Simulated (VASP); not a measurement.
A run of VASP 6.6.1:

Contents of POSCAR:

```
RbZn
1.0
    4.3550941077      0.0000000000      0.0000000000
    0.0000000000      4.3550941077      0.0000000000
    0.0000000000      0.0000000000      4.3550941077
Rb Zn
1 1
Direct
    0.0000000000      0.0000000000      0.0000000000
    0.5000000000      0.5000000000      0.5000000000
```

File INCAR.step1:

```
PREC = Accurate
ENCUT = 520
ISMEAR = -1
SIGMA = 0.05
LREAL = F
LASPH = T
NELM = 60
NBANDS = 18
GGA = PE
ALGO = Normal
EDIFF = 1E-4
LWAVE = T
LCHARG = F
```

File INCAR.step2:

```
PREC = Accurate
ENCUT = 520
EDIFF = 1E-8
ISMEAR = -1
SIGMA = 0.05
LREAL = F
LASPH = T
NELM = 60
ALGO = Normal
ISIF = 2
LWAVE = F
LCHARG = F
METAGGA = R2SCAN
LMIXTAU = T
LEFG = T
NBANDS = 18
ISTART = 1
```

File KPOINTS:

```
Automatic mesh
0
Gamma
  9 9 9
```

Potentials or basis: VASP PAW PBE potentials, release 64 (Rb_sv, Zn).

Command:

```console
$ cat potpaw_PBE.64/Rb_sv/POTCAR potpaw_PBE.64/Zn/POTCAR > POTCAR
$ cp INCAR.step1 INCAR
$ mpirun -np 1 vasp_std > vasp.out
$ cp INCAR.step2 INCAR
$ mpirun -np 1 vasp_std > vasp.out
```

Hardware: 1 thread of Oxide Virtual Turin-like Processor, with other jobs on the host.

Task: Estimate the wall time of this run.

Result: Run time: 3.3 min on 1 thread of Oxide Virtual Turin-like Processor, with other jobs on the host, peak memory 0.18 GiB. Counts: k points 35.
